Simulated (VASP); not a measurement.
# Ru (P6_3/mmc) in VASP: further runs

Runs on Ru. Level: PBE. Tasks: single point.

Program: VASP 6.6.1. These are calculated values, not measurements. Logs are shortened: lines on timing, memory, paths and dates and some standing lists are left out, and cuts for length are marked.

## (1) The cell of the first run

It takes space group P6_3/mmc (No. 194, hexagonal). The conventional cell has a = 2.625 Å, b = 2.625 Å, c = 4.153 Å, α = 90.00°, β = 90.00°, γ = 120.00°. Ru (site symmetry -6m2) has 12 Ru at 2.57 to 2.62 Å within 3.4 Å.

## (2) Single point, PBE (strain -0.030 along x and y, -0.030 along z)

File INCAR:

```
ALGO = Fast
EDIFF = 1E-7
ENCUT = 520
GGA = PE
ISIF = 2
ISMEAR = 0
LASPH = T
LCHARG = F
LREAL = F
LWAVE = F
NBANDS = 21
NELM = 60
PREC = Accurate
SIGMA = 0.15
```

File KPOINTS:

```
k-points
0
Gamma
  24 24 12
```

File POSCAR:

```
Ru
1.0
    2.6246253542      0.0000000000      0.0000000000
   -1.3123126771      2.2729922322      0.0000000000
    0.0000000000      0.0000000000      4.1534430000
Ru
2
Direct
    0.3333333333      0.6666666667      0.2500000000
    0.6666666667      0.3333333333      0.7500000000
```

Potentials or basis: VASP PAW PBE potentials, release 64 (Ru_pv).

Command:

```bash
$ cat potpaw_PBE.64/Ru_pv/POTCAR > POTCAR
$ mpirun -np 1 vasp_std > vasp.out
```

OUTCAR:

```text
EDIFF = 1E-7
   ENCUT = 520
   GGA = PE
   ISIF = 2
   ISMEAR = 0
   LASPH = T
   LREAL = F
   NELM = 60
   PREC = Accurate

 ion  position               nearest neighbor table
   1  0.333  0.667  0.250-   2 2.57   2 2.57   2 2.57   2 2.57   2 2.57   2 2.57
   2  0.667  0.333  0.750-   1 2.57   1 2.57   1 2.57   1 2.57   1 2.57   1 2.57

  LATTYP: Found a hexagonal cell.
 ALAT       =     2.6246253542
 C/A-ratio  =     1.5824898564

  Lattice vectors:

 A1 = (   2.6246253542,   0.0000000000,   0.0000000000)
 A2 = (  -1.3123126771,   2.2729922322,   0.0000000000)
 A3 = (   0.0000000000,   0.0000000000,   4.1534430000)

Analysis of symmetry for initial positions (statically):
=====================================================================
 Subroutine PRICEL returns:
 Original cell was already a primitive cell.

 Routine SETGRP: Setting up the symmetry group for a
 hexagonal supercell.

 Subroutine GETGRP returns: Found 24 space group operations
 (whereof 12 operations were pure point group operations)
 out of a pool of 24 trial point group operations.

The static configuration has the point symmetry D_3d.
 The point group associated with its full space group is D_6h.

Analysis of symmetry for dynamics (positions and initial velocities):
=====================================================================
 Subroutine PRICEL returns:
 Original cell was already a primitive cell.

 Routine SETGRP: Setting up the symmetry group for a
 hexagonal supercell.

 Subroutine GETGRP returns: Found 24 space group operations
 (whereof 12 operations were pure point group operations)
 out of a pool of 24 trial point group operations.

The dynamic configuration has the point symmetry D_3d.
 The point group associated with its full space group is D_6h.

 Subroutine INISYM returns: Found 24 space group operations
 (whereof 12 operations are pure point group operations),
 and found     1 'primitive' translations

----------------------------------------------------------------------------------------

                                     Primitive cell

  volume of cell :      24.7784

  direct lattice vectors                    reciprocal lattice vectors
     2.624625354  0.000000000  0.000000000     0.381006759  0.219974355  0.000000000
    -1.312312677  2.272992232  0.000000000     0.000000000  0.439948710  0.000000000
     0.000000000  0.000000000  4.153443000     0.000000000  0.000000000  0.240764108

  length of vectors
     2.624625354  2.624625354  4.153443000     0.439948710  0.439948710  0.240764108

  position of ions in fractional coordinates (direct lattice)
     0.333333333  0.666666667  0.250000000
     0.666666667  0.333333333  0.750000000

  ion indices of the primitive-cell ions
   primitive index   ion index
                 1           1
                 2           2

----------------------------------------------------------------------------------------

 KPOINTS: k-points

Automatic generation of k-mesh.
 Grid dimensions read from file:
 generate k-points for:   24   24   12

 Generating k-lattice:

  Cartesian coordinates                     Fractional coordinates (reciprocal lattice)
     0.015875282  0.009165598  0.000000000     0.041666667  0.000000000  0.000000000
     0.000000000  0.018331196  0.000000000     0.000000000  0.041666667  0.000000000
     0.000000000  0.000000000  0.020063676     0.000000000  0.000000000  0.083333333

  Length of vectors
     0.018331196  0.018331196  0.020063676

  Shift w.r.t. Gamma in fractional coordinates (k-lattice)
     0.000000000  0.000000000  0.000000000

 Subroutine IBZKPT returns following result:
 ===========================================

 Found    427 irreducible k-points:

 Following reciprocal coordinates:
            Coordinates               Weight
  0.000000  0.000000  0.000000      1.000000
  0.041667  0.000000  0.000000      6.000000
  0.083333  0.000000  0.000000      6.000000
  0.125000 -0.000000  0.000000      6.000000
  0.166667  0.000000  0.000000      6.000000
  0.208333  0.000000  0.000000      6.000000
[... 16 lines left out ...]
  0.416667  0.041667  0.000000     12.000000
  0.458333  0.041667  0.000000     12.000000
 [... further k-points ...]
   k-points           NKPTS =    427   k-points in BZ     NKDIM =    427   number of bands    NBANDS=     21
   number of dos      NEDOS =    301   number of ions     NIONS =      2
   total plane-waves  NPLWV =  12800
   dimension x,y,z NGX =    20 NGY =   20 NGZ =   32
   dimension x,y,z NGXF=    40 NGYF=   40 NGZF=   64
   ions per type =               2
   NGX,Y,Z   is equivalent  to a cutoff of  12.67, 12.67, 12.81 a.u.
   NGXF,Y,Z  is equivalent  to a cutoff of  25.34, 25.34, 25.62 a.u.
 SYSTEM =  unknown system
   PREC   = accura    normal or accurate (medium, high low for compatibility)
   ISTART =      0    job   : 0-new  1-cont  2-samecut
   ICHARG =      2    charge: 1-file 2-atom 10-const
   ISPIN  =      1    spin polarized calculation?
   LNONCOLLINEAR =      F non collinear calculations
   LSORBIT =      F    spin-orbit coupling
   LASPH  =      T    aspherical Exc in radial PAW
   ENCUT  =  520.0 eV  38.22 Ry    6.18 a.u.   4.88  4.88  7.72*2*pi/ulx,y,z
   NELM   =     60;   NELMIN=  2; NELMDL= -5     # of ELM steps
   EDIFF  = 0.1E-06   stopping-criterion for ELM
   LREAL  =      F    real-space projection
   EDIFFG = 0.1E-05   stopping-criterion for IOM
   NSW    =      0    number of steps for IOM
   IBRION =     -1    ionic relax: 0-MD 1-quasi-New 2-CG
   NFREE  =      0    steps in history (QN), initial steepest desc. (CG)
   ISIF   =      2    stress and relaxation
   ISYM   =      2    0-nonsym 1-usesym 2-fastsym
   POTIM  = 0.5000    time-step for ionic-motion
   TEBEG  =    0.0;   TEEND  =   0.0 temperature during run
   PSTRESS=    0.0 pullay stress
   NELECT =      28.0000    total number of electrons
   NUPDOWN=      -1.0000    fix difference up-down
   EMIN   =  10.00;   EMAX   =-10.00  energy-range for DOS
   EFERMI =   0.00;   METHOD = LEGACY
   ISMEAR =     0;   SIGMA  =   0.15  broadening in eV -4-tet -1-fermi 0-gaus
   EFERMI_NEDOS =   21; number of points for ismear=-14 and -15
   IALGO  =     68    algorithm
   IMIX   =      4    mixing-type and parameters
     AMIX     =   0.40;   BMIX     =  1.00
     AMIX_MAG =   1.60;   BMIX_MAG =  1.00
  volume/ion in A,a.u.               =      12.39        83.61
  Fermi-wavevector in a.u.,A,eV,Ry     =   1.705178  3.222319 39.560725  2.907631
  Thomas-Fermi vector in A             =   2.784446
   LORBIT       =      0    0 simple, 1 ext, 2 COOP (PROOUT), +10 PAW based schemes
   GGA     = PE    functional components
   LHFCALC =     F    Hartree Fock is set to
   AEXX    =    0.0000 exact exchange contribution
   IVDW    =     0    specifies the selected vdW correction
   LEPSILON=     F    determine dielectric tensor
   LRPA    =     F    only Hartree local field effects (RPA)
 non-spin polarized calculation
 RMM-DIIS sequential band-by-band and
 Gauss-broadening in eV      SIGMA  =   0.15
  energy-cutoff  :      520.00
  volume of cell :       24.78
 maximum number of plane-waves:       699
 NGX is ok and might be reduce to    20
   NGX =  9   NGY =  9   NGZ = 15

 number of electron      27.9999997 magnetization

 Free energy of the ion-electron system (eV)
  ---------------------------------------------------
  ext. energy  EPLUGINS =         0.00000000
  ---------------------------------------------------
  free energy    TOTEN  =       -18.14562193 eV

  energy without entropy =      -18.12765987  energy(sigma->0) =      -18.13664090

 E-fermi :  14.6095     XC(G=0): -14.6962

 val. band max:       14.6095231662   @ k =   0.2917   0.0833   0.0000
 cond. band min:      14.6098777299   @ k =   0.2917   0.1250   0.0833
 fundamental gap:      0.0003545637
 Fermi energy:        14.6095286248

 k-point     1 :       0.0000    0.0000    0.0000
  band No.  band energies     occupation
      1     -29.4581      2.00000
      2     -28.2020      2.00000
      3     -28.2020      2.00000
      4     -27.9770      2.00000
      5     -27.9770      2.00000
      6     -27.9196      2.00000
[... 13 lines left out ...]
     20      24.9024      0.00000
     21      26.0861      0.00000

 k-point     2 :       0.0417    0.0000    0.0000
  band No.  band energies     occupation
      1     -29.4501      2.00000
      2     -28.2194      2.00000
      3     -28.2079      2.00000
      4     -27.9953      2.00000
      5     -27.9793      2.00000
      6     -27.9233      2.00000
[... 13 lines left out ...]
     20      24.9024      0.00000
     21      26.0767      0.00000

 k-point     3 :       0.0833    0.0000    0.0000
  band No.  band energies     occupation
      1     -29.4264      2.00000
      2     -28.2707      2.00000
      3     -28.2250      2.00000
      4     -28.0484      2.00000
      5     -27.9860      2.00000
      6     -27.9342      2.00000
[... 13 lines left out ...]
     20      24.9024      0.00000
     21      26.0443      0.00000

 k-point     4 :       0.1250   -0.0000    0.0000
  band No.  band energies     occupation
      1     -29.3878      2.00000
      2     -28.3522      2.00000
      3     -28.2517      2.00000
      4     -28.1320      2.00000
      5     -27.9972      2.00000
      6     -27.9526      2.00000
[... 13 lines left out ...]
     20      24.9024      0.00000
     21      25.9809      0.00000

 k-point     5 :       0.1667    0.0000    0.0000
  band No.  band energies     occupation
      1     -29.3355      2.00000
      2     -28.4583      2.00000
      3     -28.2857      2.00000
      4     -28.2390      2.00000
      5     -28.0125      2.00000
      6     -27.9783      2.00000
[... 13 lines left out ...]
     20      24.9024      0.00000
     21      25.8826      0.00000
[... 382 lines left out ...]
     20      25.5490      0.00000
     21      26.6929      0.00000

 k-point    22 :       0.3750    0.0417    0.0000
  band No.  band energies     occupation
      1     -29.1115      2.00000
      2     -28.9114      2.00000
      3     -28.8630      2.00000
      4     -28.4914      2.00000
      5     -28.2342      2.00000
      6     -28.1290      2.00000
[... 13 lines left out ...]
     20      26.2815      0.00000
     21      26.4516      0.00000

 k-point    23 :       0.4167    0.0417    0.0000
  band No.  band energies     occupation
      1     -29.1764      2.00000
      2     -28.9203      2.00000
      3     -28.8472      2.00000
      4     -28.5119      2.00000
      5     -28.2815      2.00000
      6     -28.1405      2.00000
[... 13 lines left out ...]
     20      26.3827      0.00000
     21      27.1621      0.00000

 k-point    24 :       0.4583    0.0417    0.0000
  band No.  band energies     occupation
      1     -29.2099      2.00000
      2     -28.9498      2.00000
      3     -28.8091      2.00000
      4     -28.5224      2.00000
      5     -28.3109      2.00000
      6     -28.1465      2.00000
[... 13 lines left out ...]
     20      27.5724      0.00000
     21      28.0689      0.00000

 [... further k-points ...]

------------------------ aborting loop because EDIFF is reached ----------------------------------------

  FORCE on cell =-STRESS in cart. coord.  units (eV):
  Direction    XX          YY          ZZ          XY          YZ          ZX
  --------------------------------------------------------------------------------------
  -------------------------------------------------------------------------------------
  Total        6.5515658      6.5515658      6.6401815      0.0000000     -0.0000000      0.0000000
  in kB      423.6255682    423.6255682    429.3554764      0.0000000     -0.0000000      0.0000000
  external PRESSURE =     425.5355376 kB  Pullay stress =       0.0000000 kB

 VOLUME and BASIS-vectors are now :
 -----------------------------------------------------------------------------
  energy-cutoff  :      520.00
  volume of cell :       24.78
      direct lattice vectors                 reciprocal lattice vectors
     2.624625354  0.000000000  0.000000000     0.381006759  0.219974355  0.000000000
    -1.312312677  2.272992232  0.000000000     0.000000000  0.439948710  0.000000000
     0.000000000  0.000000000  4.153443000     0.000000000  0.000000000  0.240764108

 POSITION                                       TOTAL-FORCE (eV/Angst)
 -----------------------------------------------------------------------------------
     -0.00000      1.51533      1.03836         0.000000     -0.000000      0.000000
      1.31231      0.75766      3.11508        -0.000000      0.000000      0.000000
 -----------------------------------------------------------------------------------
    total drift:                               -0.000000      0.000000     -0.000000

  FREE ENERGIE OF THE ION-ELECTRON SYSTEM (eV)
  ---------------------------------------------------
  free  energy   TOTEN  =       -18.1456219290 eV

  energy  without entropy=      -18.1276598694  energy(sigma->0) =      -18.13664090
```

Wall time 4.1 min (1 thread of AMD EPYC 7R43 (Zen 3), shared host); peak memory 0.24 GiB.

What came out:

```yaml
Free_energy: -18.1456 eV
Pressure: 42.6 GPa
Band_gap_on_the_k_mesh: zero (bands 14 and 15 overlap by 3.67 eV)
```

Caveat: the cell differs from its parent crystal (strain -0.030 along x and y, -0.030 along z); the cell stands under pressure.

## (3) Single point, PBE (strain +0.015 along x and y, +0.000 along z)

File INCAR:

```
ALGO = Fast ; EDIFF = 1E-6
ENCUT = 520 ; GGA = PE
ISIF = 2 ; ISMEAR = 0
LASPH = T ; LCHARG = F
LREAL = F ; LWAVE = F
NBANDS = 21 ; NELM = 80
PREC = Accurate ; SIGMA = 0.15
```

KPOINTS is that of step 2.

File POSCAR:

```
Ru
1.0
    2.7463863242      0.0000000000      0.0000000000
   -1.3731931621      2.3784403254      0.0000000000
    0.0000000000      0.0000000000      4.2819000000
Ru
2
Direct
    0.3333333333      0.6666666667      0.2500000000
    0.6666666667      0.3333333333      0.7500000000
```

Potentials or basis: VASP PAW PBE potentials, release 64 (Ru_pv).

Command:

```bash
$ cat potpaw_PBE.64/Ru_pv/POTCAR > POTCAR
$ mpirun -np 1 vasp_std > vasp.out
```

It took 3.2 min on 1 thread of AMD EPYC 7R43 (Zen 3), shared host; peak memory 0.26 GiB.

Results (log left out):

* Free energy: -18.4681 eV
* Pressure: -4.6 GPa
* Band gap on the k mesh: zero (bands 14 and 15 overlap by 3.04 eV)

Stress tensor (GPa, compression positive):
```
-6.08  0.00  0.00
 0.00 -6.08  0.00
 0.00  0.00 -1.63
```

Levels at points of the mesh, in eV from the Fermi level:
```
           k point  band 12  band 13  band 14  band 15  band 16  band 17
(0.00, 0.00, 0.00)    -1.83    -1.83    -1.45    -1.45     1.11     1.11
(0.50, 0.00, 0.00)    -1.80    -1.40     1.25     1.68     1.86     3.85
(0.00, 0.00, 0.50)    -2.71    -2.55    -2.55     0.51     0.51     0.51
(0.50, 0.00, 0.50)    -1.08     0.41     0.41     1.52     1.52     3.25
```

Caveat: the cell differs from its parent crystal (strain +0.015 along x and y, +0.000 along z); the cell stands under tension.
